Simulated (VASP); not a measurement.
# NaCl (P6_3/mmc) in VASP: further runs, part 2 of 2

VASP 6.6.1.

## (4) Relaxation of cell and atoms, PBE

This run uses another cell than the first one: it holds 4 atoms, not 8.

File INCAR:

```
SYSTEM = NaCl
PREC = Accurate
ENCUT = 500
EDIFF = 1E-7
ISMEAR = 0
SIGMA = 0.02
LREAL = .False.
LASPH = .True.
NELM = 120
ALGO = Normal
ISIF = 3
LWAVE = .False.
LCHARG = .False.
GGA = PE
IBRION = 2
NSW = 65
EDIFFG = -0.01
GGA_COMPAT = .False.
NELMIN = 4
```

File KPOINTS:

```
regular mesh
0
Gamma
  9 9 6
  0 0 0
```

File POSCAR:

```
NaCl
1.0
    4.0267341621      0.0000000000      0.0000000000
   -2.0133670810      3.4872540787      0.0000000000
    0.0000000000      0.0000000000      6.5756344870
Na Cl
2 2
Direct
    0.0000000000      0.0000000000      0.0000000000
    0.3333333333      0.6666666667      0.5000000000
    0.6666666667      0.3333333333      0.2500000000
    0.6666666667      0.3333333333      0.7500000000
```

Potentials or basis: VASP PAW PBE potentials, release 64 (Na_pv, Cl).

The run is started by

```sh
$ cat potpaw_PBE.64/Na_pv/POTCAR potpaw_PBE.64/Cl/POTCAR > POTCAR
$ mpirun -np 1 vasp_std > vasp.out
```

OUTCAR:

```text
SYSTEM = NaCl
   PREC = Accurate
   ENCUT = 500
   EDIFF = 1E-7
   ISMEAR = 0
   LREAL = .False.
   LASPH = .True.
   NELM = 120
   ISIF = 3
   GGA = PE
   IBRION = 2
   NSW = 65
   EDIFFG = -0.01
   NELMIN = 4

 ion  position               nearest neighbor table
   1  0.000  0.000  0.000-
   2  0.333  0.667  0.500-
   3  0.667  0.333  0.250-
   4  0.667  0.333  0.750-

  LATTYP: Found a hexagonal cell.
 ALAT       =     4.0267341621
 C/A-ratio  =     1.6329944373

  Lattice vectors:

 A1 = (   4.0267341621,   0.0000000000,   0.0000000000)
 A2 = (  -2.0133670810,   3.4872540787,   0.0000000000)
 A3 = (   0.0000000000,   0.0000000000,   6.5756344870)

Analysis of symmetry for initial positions (statically):
=====================================================================
 Subroutine PRICEL returns:
 Original cell was already a primitive cell.

 Routine SETGRP: Setting up the symmetry group for a
 hexagonal supercell.

 Subroutine GETGRP returns: Found 24 space group operations
 (whereof 12 operations were pure point group operations)
 out of a pool of 24 trial point group operations.

The static configuration has the point symmetry D_3h.
 The point group associated with its full space group is D_6h.
[... 146 lines left out ...]
   IVDW    =     0    specifies the selected vdW correction
   LEPSILON=     F    determine dielectric tensor
   LRPA    =     F    only Hartree local field effects (RPA)
 conjugate gradient relaxation of ions
 non-spin polarized calculation
 Gauss-broadening in eV      SIGMA  =   0.02
  energy-cutoff  :      500.00
  volume of cell :       92.34
 maximum number of plane-waves:      2370
 NGX is ok and might be reduce to    30

--------------------------------------- Ionic step        1  -------------------------------------------

 number of electron      27.9999977 magnetization

 Free energy of the ion-electron system (eV)
  ---------------------------------------------------
  ext. energy  EPLUGINS =         0.00000000
  ---------------------------------------------------
  free energy    TOTEN  =       -13.20702002 eV

  energy without entropy =      -13.20702002  energy(sigma->0) =      -13.20702002

 E-fermi :   0.1825     XC(G=0):  -7.9868

 val. band max:        0.0887775665   @ k =   0.3333   0.3333   0.0000
 cond. band min:       3.9799543248   @ k =   0.0000   0.0000   0.0000
 fundamental gap:      3.8911767583
 Fermi energy:         0.1825266169

 k-point     1 :       0.0000    0.0000    0.0000
  band No.  band energies     occupation
      1     -21.8033      2.00000
      2     -21.7856      2.00000
      3     -21.7856      2.00000
      4     -21.7837      2.00000
      5     -21.7837      2.00000
      6     -21.7782      2.00000
[... 684 lines left out ...]
--------------------------------------- Ionic step        6  -------------------------------------------

 number of electron      28.0000009 magnetization

 Free energy of the ion-electron system (eV)
  ---------------------------------------------------
  ext. energy  EPLUGINS =         0.00000000
  ---------------------------------------------------
  free energy    TOTEN  =       -13.31842827 eV

  energy without entropy =      -13.31842827  energy(sigma->0) =      -13.31842827

 E-fermi :  -0.4497     XC(G=0):  -7.9148

 val. band max:       -0.5579324788   @ k =   0.3333   0.3333   0.0000
 cond. band min:       3.8290757894   @ k =   0.0000   0.0000   0.0000
 fundamental gap:      4.3870082682
 Fermi energy:        -0.4496757837

 k-point     1 :       0.0000    0.0000    0.0000
  band No.  band energies     occupation
      1     -21.9819      2.00000
      2     -21.9819      2.00000
      3     -21.9811      2.00000
      4     -21.9811      2.00000
      5     -21.9786      2.00000
      6     -21.9598      2.00000
[... 526 lines left out ...]
  FREE ENERGIE OF THE ION-ELECTRON SYSTEM (eV)
  ---------------------------------------------------
  free  energy   TOTEN  =       -13.3184282732 eV

  energy  without entropy=      -13.3184282732  energy(sigma->0) =      -13.31842827

 reached required accuracy - stopping structural energy minimisation
```

Wall time 2.8 min (1 thread of Oxide Virtual Turin-like, shared host); peak memory 0.19 GiB.

Results:

- Free energy: -13.3184 eV
- Relaxed volume: 23.60 Å³/atom
- Relaxed cell: a = 3.926 Å, b = 3.926 Å, c = 7.073 Å, α = 90.00°, β = 90.00°, γ = 120.00°
- Space group after relaxing (to 0.1 Å): P6_3/mmc (No. 194)
- Energy gained by relaxing: 27.9 meV/atom
- Ionic steps: 6
- Pressure after relaxing: 0.0 GPa
- Band gap on the k mesh: 4.39 eV (least direct gap 4.57 eV)

The path:
```
step  energy change (eV)  largest force (eV/Å)  pressure (GPa)  volume (Å³)
   1              0.0000                0.0000            1.15        92.34
   2             -0.0749                0.0000            0.26        94.53
   3             -0.1040                0.0000           -0.48        96.77
   4             -0.1046                0.0000           -0.58        97.08
   5             -0.1097                0.0000           -0.30        95.69
   6             -0.1114                0.0000           -0.02        94.40
```

Final structure:
```
Na Cl
1.0
     3.92569    0.00000    0.00000
    -1.96284    3.39974    0.00000
     0.00000    0.00000    7.07310
Na Cl
2 2
Direct
  0.00000 0.00000 0.00000
  0.33333 0.66667 0.50000
  0.66667 0.33333 0.25000
  0.66667 0.33333 0.75000
```

A k mesh can miss the band edges.

## (5) Summary

```csv
task,cell,k mesh,gap on the mesh (eV),pressure (GPa),relaxed volume (Å³/atom)
single point,"a = 3.972, b = 3.972, c = 13.708 Å, angles 90.0, 90.0, 120.0°, 8 atoms, atomic positions A",9 × 9 × 3,4.73,-0.1,-
relaxation of cell and atoms,"relaxed from a = 4.027, b = 4.027, c = 6.576 Å, angles 90.0, 90.0, 120.0°, 4 atoms, atomic positions B",9 × 9 × 6,4.90,0.0,23.14
relaxation of cell and atoms,"relaxed from a = 4.027, b = 4.027, c = 6.576 Å, angles 90.0, 90.0, 120.0°, 4 atoms, atomic positions C",9 × 9 × 6,4.39,0.0,23.60
```

Alike in all rows: level PBE; potentials or basis VASP PAW PBE potentials, release 64 (Na_pv, Cl); no spin polarisation; cutoff (eV) 500; smearing gaussian 0.02 eV.

Absolute energies hang on the potentials; compare differences alone.
